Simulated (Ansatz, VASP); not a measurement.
## One calculation of HgP, two programs

POSCAR

```
HgP
1.0
    0.0000000000      2.8920043369      2.8920043369
    2.8920043369      0.0000000000      2.8920043369
    2.8920043369      2.8920043369      0.0000000000
Hg P
1 1
Direct
    0.0000000000      0.0000000000      0.0000000000
    0.2500000000      0.2500000000      0.2500000000
```

The input INCAR.step1:

```
  PREC = Accurate
  ENCUT = 520
  ISMEAR = 0
  SIGMA = 0.05
  LREAL = F
  LASPH = T
  NELM = 80
  NBANDS = 16
  GGA = PE
  ALGO = Normal
  EDIFF = 1E-4
  LWAVE = T
  LCHARG = F
```

Contents of INCAR.step2:

```
  PREC = Accurate
  ENCUT = 520
  EDIFF = 1E-7
  ISMEAR = 0
  SIGMA = 0.05
  LREAL = F
  LASPH = T
  NELM = 80
  ALGO = Normal
  ISIF = 2
  LWAVE = F
  LCHARG = T
  METAGGA = R2SCAN
  LMIXTAU = T
  LELF = T
  LVHAR = T
  NBANDS = 16
  ISTART = 1
```

Contents of KPOINTS:

```
Automatic mesh
0
Gamma
  10 10 10
```

Input for Ansatz:

```yaml
crystal:
  lattice:
    - [0.0, 2.8920043369, 2.8920043369]
    - [2.8920043369, 0.0, 2.8920043369]
    - [2.8920043369, 2.8920043369, 0.0]
  atoms:
    - { symbol: Hg, position: [0.0, 0.0, 0.0] }
    - { symbol: P, position: [0.25, 0.25, 0.25] }
basis:
  ecutwfc: 500
  ecutrho_ratio: 4
kpoints:
  mp_grid: { grid: [10, 10, 10] }
hamiltonian:
  xc: r2scan
scf:
  occupations: { method: gaussian, width: 0.05 }
output:
  forces: true
  stress: true
  eigenvalues: true
```

Alike in both runs: task single point; functional r2SCAN; k mesh 10 × 10 × 10; occupations gaussian, width 0.05 eV; no spin polarisation.

```csv
,VASP,Ansatz
version,VASP 6.6.1,Ansatz 0.2.0
potentials or method,"VASP PAW PBE potentials, release 64 (Hg, P), cutoff 520 eV","scalar-relativistic, plane waves, PAW"
valence electrons in the cell,17,25
```

|  | VASP | Ansatz | Ansatz less VASP |
| --- | --- | --- | --- |
| gap on the k mesh at the Fermi level (eV) | none | none | - |
| pressure (GPa) | 1.6 | 1.4 | -0.23 |

VASP's potentials were made for PBE, not for r2SCAN. A gap of «none» marks a metal or a gap that the smearing closes. VASP's potentials hold 17 valence electrons a cell and Ansatz's 25, so a difference there can come from the potentials and not from the codes.

Neither program's run includes spin-orbit coupling.
